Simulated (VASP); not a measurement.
# Ta3Co (Pm-3m) in VASP: single point with r2SCAN

Aim: the single point of Ta3Co with r2SCAN.

Everything below comes from runs of VASP 6.6.1. Logs are shortened: lines on timing, memory, paths and dates and some standing lists are left out, and cuts for length are marked.

**1. The cell of the first run**

It takes space group Pm-3m (No. 221, cubic). Conventional cell: a = 4.044 Å, b = 4.044 Å, c = 4.044 Å, α = 90.00°, β = 90.00°, γ = 90.00°. Within 3.8 Å of Ta (site symmetry 4/mmm) lie 8 Ta at 2.86 Å and 4 Co at 2.86 Å. Within 3.8 Å of Co (site symmetry m-3m) lie 12 Ta at 2.86 Å.

**2. Single point, r2SCAN, collinear spin, ferromagnetic start**

The input, POSCAR:

```
Ta3Co
1.0
    4.0443984221      0.0000000000      0.0000000000
    0.0000000000      4.0443984221      0.0000000000
    0.0000000000      0.0000000000      4.0443984221
Ta Co
3 1
Direct
    0.0000000000      0.5000000000      0.5000000000
    0.5000000000      0.0000000000      0.5000000000
    0.5000000000      0.5000000000      0.0000000000
    0.0000000000      0.0000000000      0.0000000000
```

The input, INCAR.step1:

```
SYSTEM = Ta3Co
ALGO = Normal
EDIFF = 1E-4
ENCUT = 520
GGA = PE
ISMEAR = 0
ISPIN = 2
LASPH = .TRUE.
LCHARG = .FALSE.
LMAXMIX = 4
LREAL = .FALSE.
LWAVE = .TRUE.
MAGMOM = 0 0 0 1.82
NBANDS = 33
NELM = 150
PREC = Accurate
SIGMA = 0.1
```

The input, INCAR.step2:

```
SYSTEM = Ta3Co
ALGO = Normal
EDIFF = 1E-6
ENCUT = 520
ISIF = 2
ISMEAR = 0
ISPIN = 2
ISTART = 1
LASPH = .TRUE.
LCHARG = .FALSE.
LMAXMIX = 4
LMIXTAU = .TRUE.
LORBIT = 11
LREAL = .FALSE.
LWAVE = .FALSE.
MAGMOM = 0 0 0 1.82
METAGGA = R2SCAN
NBANDS = 33
NELM = 150
PREC = Accurate
SIGMA = 0.1
```

The input, KPOINTS:

```
k-points
0
G
  12 12 12
  0 0 0
```

Potentials or basis: VASP PAW PBE potentials, release 64 (Ta_pv, Co).

Started as:

```sh
$ cat potpaw_PBE.64/Ta_pv/POTCAR potpaw_PBE.64/Co/POTCAR > POTCAR
$ cp INCAR.step1 INCAR
$ mpirun -np 1 vasp_std > vasp.out
$ cp INCAR.step2 INCAR
$ mpirun -np 1 vasp_std > vasp.out
```

OUTCAR:

```text
SYSTEM = Ta3Co
   EDIFF = 1E-6
   ENCUT = 520
   ISIF = 2
   ISMEAR = 0
   ISPIN = 2
   ISTART = 1
   LASPH = .TRUE.
   LORBIT = 11
   LREAL = .FALSE.
   METAGGA = R2SCAN
   NELM = 150
   PREC = Accurate

 ion  position               nearest neighbor table
   1  0.000  0.500  0.500-   2 2.86   3 2.86   4 2.86   3 2.86   4 2.86   2 2.86   4 2.86   4 2.86
                             2 2.86   3 2.86   3 2.86   2 2.86
   2  0.500  0.000  0.500-   1 2.86   3 2.86   4 2.86   3 2.86   4 2.86   1 2.86   3 2.86   3 2.86
                             1 2.86   4 2.86   4 2.86   1 2.86
   3  0.500  0.500  0.000-   1 2.86   2 2.86   4 2.86   1 2.86   2 2.86   2 2.86   4 2.86   2 2.86
                             1 2.86   4 2.86   1 2.86   4 2.86
   4  0.000  0.000  0.000-   1 2.86   2 2.86   3 2.86   1 2.86   2 2.86   1 2.86   3 2.86   1 2.86
                             2 2.86   3 2.86   2 2.86   3 2.86

  LATTYP: Found a simple cubic cell.
 ALAT       =     4.0443984221

  Lattice vectors:

 A1 = (   4.0443984221,   0.0000000000,   0.0000000000)
 A2 = (   0.0000000000,   4.0443984221,   0.0000000000)
 A3 = (   0.0000000000,   0.0000000000,   4.0443984221)

Analysis of symmetry for initial positions (statically):
=====================================================================
 Subroutine PRICEL returns:
 Original cell was already a primitive cell.

 Routine SETGRP: Setting up the symmetry group for a
 simple cubic supercell.

 Subroutine GETGRP returns: Found 48 space group operations
 (whereof 48 operations were pure point group operations)
 out of a pool of 48 trial point group operations.

The static configuration has the point symmetry O_h .

Analysis of symmetry for dynamics (positions and initial velocities):
=====================================================================
 Subroutine PRICEL returns:
 Original cell was already a primitive cell.

 Routine SETGRP: Setting up the symmetry group for a
 simple cubic supercell.

 Subroutine GETGRP returns: Found 48 space group operations
 (whereof 48 operations were pure point group operations)
 out of a pool of 48 trial point group operations.

The dynamic configuration has the point symmetry O_h .

Analysis of structural, dynamic, and magnetic symmetry:
=====================================================================
 Subroutine PRICEL returns:
 Original cell was already a primitive cell.

 Routine SETGRP: Setting up the symmetry group for a
 simple cubic supercell.

 Subroutine GETGRP returns: Found 48 space group operations
 (whereof 48 operations were pure point group operations)
 out of a pool of 48 trial point group operations.

The overall configuration has the point symmetry O_h .

 Subroutine INISYM returns: Found 48 space group operations
 (whereof 48 operations are pure point group operations),
 and found     1 'primitive' translations

----------------------------------------------------------------------------------------

                                     Primitive cell

  volume of cell :      66.1549

  direct lattice vectors                    reciprocal lattice vectors
     4.044398422  0.000000000  0.000000000     0.247255561  0.000000000  0.000000000
     0.000000000  4.044398422  0.000000000     0.000000000  0.247255561  0.000000000
     0.000000000  0.000000000  4.044398422     0.000000000  0.000000000  0.247255561

  length of vectors
     4.044398422  4.044398422  4.044398422     0.247255561  0.247255561  0.247255561

  position of ions in fractional coordinates (direct lattice)
     0.000000000  0.500000000  0.500000000
     0.500000000  0.000000000  0.500000000
     0.500000000  0.500000000  0.000000000
     0.000000000  0.000000000  0.000000000

  ion indices of the primitive-cell ions
   primitive index   ion index
                 1           1
                 2           2
                 3           3
                 4           4

----------------------------------------------------------------------------------------

 KPOINTS: k-points

Automatic generation of k-mesh.
 Grid dimensions read from file:
 generate k-points for:   12   12   12

 Generating k-lattice:

  Cartesian coordinates                     Fractional coordinates (reciprocal lattice)
     0.020604630  0.000000000  0.000000000     0.083333333  0.000000000  0.000000000
     0.000000000  0.020604630  0.000000000     0.000000000  0.083333333  0.000000000
     0.000000000  0.000000000  0.020604630     0.000000000  0.000000000  0.083333333

  Length of vectors
     0.020604630  0.020604630  0.020604630

  Shift w.r.t. Gamma in fractional coordinates (k-lattice)
     0.000000000  0.000000000  0.000000000

 Subroutine IBZKPT returns following result:
 ===========================================

 Found     84 irreducible k-points:

 Following reciprocal coordinates:
            Coordinates               Weight
  0.000000  0.000000  0.000000      1.000000
  0.083333  0.000000  0.000000      6.000000
  0.166667  0.000000  0.000000      6.000000
  0.250000  0.000000  0.000000      6.000000
  0.333333  0.000000  0.000000      6.000000
  0.416667  0.000000  0.000000      6.000000
[... 16 lines left out ...]
  0.333333  0.333333  0.000000     12.000000
  0.416667  0.333333  0.000000     24.000000
 [... further k-points ...]
   k-points           NKPTS =     84   k-points in BZ     NKDIM =     84   number of bands    NBANDS=     33
   number of dos      NEDOS =    301   number of ions     NIONS =      4
   total plane-waves  NPLWV =  27000
   dimension x,y,z NGX =    30 NGY =   30 NGZ =   30
   dimension x,y,z NGXF=    60 NGYF=   60 NGZF=   60
   ions per type =               3   1
   NGX,Y,Z   is equivalent  to a cutoff of  12.33, 12.33, 12.33 a.u.
   NGXF,Y,Z  is equivalent  to a cutoff of  24.66, 24.66, 24.66 a.u.
 SYSTEM =  Ta3Co
   PREC   = accura    normal or accurate (medium, high low for compatibility)
   ISTART =      1    job   : 0-new  1-cont  2-samecut
   ICHARG =      0    charge: 1-file 2-atom 10-const
   ISPIN  =      2    spin polarized calculation?
   LNONCOLLINEAR =      F non collinear calculations
   LSORBIT =      F    spin-orbit coupling
   LASPH  =      T    aspherical Exc in radial PAW
   ENCUT  =  520.0 eV  38.22 Ry    6.18 a.u.   7.52  7.52  7.52*2*pi/ulx,y,z
   NELM   =    150;   NELMIN=  2; NELMDL=  0     # of ELM steps
   EDIFF  = 0.1E-05   stopping-criterion for ELM
   LREAL  =      F    real-space projection
   EDIFFG = 0.1E-04   stopping-criterion for IOM
   NSW    =      0    number of steps for IOM
   IBRION =     -1    ionic relax: 0-MD 1-quasi-New 2-CG
   NFREE  =      0    steps in history (QN), initial steepest desc. (CG)
   ISIF   =      2    stress and relaxation
   ISYM   =      2    0-nonsym 1-usesym 2-fastsym
   POTIM  = 0.5000    time-step for ionic-motion
   TEBEG  =    0.0;   TEEND  =   0.0 temperature during run
   PSTRESS=    0.0 pullay stress
   NELECT =      42.0000    total number of electrons
   NUPDOWN=      -1.0000    fix difference up-down
   EMIN   =  10.00;   EMAX   =-10.00  energy-range for DOS
   EFERMI =   0.00;   METHOD = LEGACY
   ISMEAR =     0;   SIGMA  =   0.10  broadening in eV -4-tet -1-fermi 0-gaus
   EFERMI_NEDOS =   21; number of points for ismear=-14 and -15
   IALGO  =     38    algorithm
   IMIX   =      4    mixing-type and parameters
     AMIX     =   0.40;   BMIX     =  1.00
     AMIX_MAG =   1.60;   BMIX_MAG =  1.00
  volume/ion in A,a.u.               =      16.54       111.61
  Fermi-wavevector in a.u.,A,eV,Ry     =   1.407032  2.658905 26.935988  1.979739
  Thomas-Fermi vector in A             =   2.529332
   LORBIT       =     11    0 simple, 1 ext, 2 COOP (PROOUT), +10 PAW based schemes
   METAGGA = R2SCAN    functional components
   LHFCALC =     F    Hartree Fock is set to
   AEXX    =    0.0000 exact exchange contribution
   IVDW    =     0    specifies the selected vdW correction
   LEPSILON=     F    determine dielectric tensor
   LRPA    =     F    only Hartree local field effects (RPA)
 spin polarized calculation
 Gauss-broadening in eV      SIGMA  =   0.10
  energy-cutoff  :      520.00
  volume of cell :       66.15
 maximum number of plane-waves:      1804
   NGX = 15   NGY = 15   NGZ = 15

 number of electron      41.9999997 magnetization       0.0294210

 Free energy of the ion-electron system (eV)
  ---------------------------------------------------
  ext. energy  EPLUGINS =         0.00000000
  ---------------------------------------------------
  free energy    TOTEN  =      -157.97623963 eV

  energy without entropy =     -157.95651061  energy(sigma->0) =     -157.96637512

 E-fermi :   6.1641     XC(G=0): -13.7945

 val. band max:        6.1574183045   @ k =   0.4167   0.1667   0.0000
 cond. band min:       6.1675739351   @ k =   0.5000   0.1667   0.0833
 fundamental gap:      0.0101556306
 Fermi energy:         6.1640792971

 spin component 1

 k-point     1 :       0.0000    0.0000    0.0000
  band No.  band energies     occupation
      1     -29.6530      1.00000
      2     -29.6530      1.00000
      3     -29.6530      1.00000
      4     -28.9997      1.00000
      5     -28.9997      1.00000
      6     -28.9997      1.00000
[... 853 lines left out ...]
     32      14.0345      0.00000
     33      14.4126      0.00000

 [... further k-points ...]

 spin component 2

 k-point     1 :       0.0000    0.0000    0.0000
  band No.  band energies     occupation
      1     -29.6543      1.00000
      2     -29.6543      1.00000
      3     -29.6543      1.00000
      4     -29.0013      1.00000
      5     -29.0013      1.00000
      6     -29.0013      1.00000
[... 853 lines left out ...]
     32      14.0356      0.00000
     33      14.4127      0.00000

 [... further k-points ...]

------------------------ aborting loop because EDIFF is reached ----------------------------------------

  FORCE on cell =-STRESS in cart. coord.  units (eV):
  Direction    XX          YY          ZZ          XY          YZ          ZX
  --------------------------------------------------------------------------------------
  -------------------------------------------------------------------------------------
  Total       -1.2543680     -1.2543680     -1.2543680     -0.0000000      0.0000000     -0.0000000
  in kB      -30.3790195    -30.3790195    -30.3790195     -0.0000000      0.0000000     -0.0000000
  external PRESSURE =     -30.3790195 kB  Pullay stress =       0.0000000 kB

 VOLUME and BASIS-vectors are now :
 -----------------------------------------------------------------------------
  energy-cutoff  :      520.00
  volume of cell :       66.15
      direct lattice vectors                 reciprocal lattice vectors
     4.044398422  0.000000000  0.000000000     0.247255561  0.000000000  0.000000000
     0.000000000  4.044398422  0.000000000     0.000000000  0.247255561  0.000000000
     0.000000000  0.000000000  4.044398422     0.000000000  0.000000000  0.247255561

 POSITION                                       TOTAL-FORCE (eV/Angst)
 -----------------------------------------------------------------------------------
      0.00000      2.02220      2.02220         0.000000      0.000000      0.000000
      2.02220      0.00000      2.02220         0.000000      0.000000      0.000000
      2.02220      2.02220      0.00000         0.000000      0.000000      0.000000
      0.00000      0.00000      0.00000         0.000000      0.000000      0.000000
 -----------------------------------------------------------------------------------
    total drift:                                0.000000      0.000000     -0.000000

  FREE ENERGIE OF THE ION-ELECTRON SYSTEM (eV)
  ---------------------------------------------------
  free  energy   TOTEN  =      -157.9762396254 eV

  energy  without entropy=     -157.9565106088  energy(sigma->0) =     -157.96637512

 total charge

# of ion       s       p       d       tot
------------------------------------------
    1        0.400   6.186   2.335   8.920
    2        0.400   6.186   2.335   8.920
    3        0.400   6.186   2.335   8.920
    4        0.477   0.517   7.246   8.240
--------------------------------------------------
tot          1.676  19.076  14.250  35.002

 magnetization (x)

# of ion       s       p       d       tot
------------------------------------------
    1       -0.000  -0.001  -0.002  -0.002
    2       -0.000  -0.001  -0.002  -0.002
    3       -0.000  -0.001  -0.002  -0.002
    4        0.000   0.000   0.044   0.045
--------------------------------------------------
tot          0.000  -0.001   0.039   0.037
```

Wall time 23 min (1 thread of Oxide Virtual Turin-like, shared host); peak memory 0.35 GiB.

What came out:

```yaml
Free_energy: -157.9762 eV
Pressure: -3.0 GPa
Band_gap_on_the_k_mesh: zero (filled and empty bands overlap)
Net_moment: 0.03 μB per cell
Site_moments: Ta -0.00; Co +0.04 μB
Valence_electrons_inside_the_program's_atomic_spheres: Ta 8.92; Co 8.24
```

Levels at points of the mesh, in eV from the Fermi level:
Spin up:
```tsv
k point	band 17	band 18	band 19	band 20	band 21	band 22	band 23	band 24	band 25	band 26
(0.00, 0.00, 0.00)	-0.62	-0.62	-0.62	0.65	0.65	2.96	2.96	2.96	3.66	3.66
(0.50, 0.00, 0.00)	-1.63	-1.62	-1.62	-0.91	0.82	0.82	1.11	1.40	1.62	2.86
(0.50, 0.50, 0.00)	-1.55	-1.47	-1.31	-1.08	-1.08	-0.85	1.17	1.17	2.20	2.20
(0.50, 0.50, 0.50)	-0.82	-0.82	0.36	0.36	0.36	0.41	0.41	0.41	1.16	3.28
```
Spin down:
| k point | band 18 | band 19 | band 20 | band 21 | band 22 | band 23 | band 24 | band 25 |
| --- | --- | --- | --- | --- | --- | --- | --- | --- |
| (0.00, 0.00, 0.00) | -0.59 | -0.59 | 0.70 | 0.70 | 2.95 | 2.95 | 2.95 | 3.67 |
| (0.50, 0.00, 0.00) | -1.60 | -1.60 | -0.85 | 0.84 | 0.84 | 1.10 | 1.44 | 1.62 |
| (0.50, 0.50, 0.00) | -1.44 | -1.31 | -1.08 | -1.08 | -0.79 | 1.18 | 1.18 | 2.20 |
| (0.50, 0.50, 0.50) | -0.79 | 0.36 | 0.36 | 0.36 | 0.40 | 0.40 | 0.40 | 1.16 |

Caveat: the cell stands under tension; the PAW data sets were made with another functional, which shifts forces and pressure a little; spin-orbit coupling is left out, which moves the levels of the heavy elements.
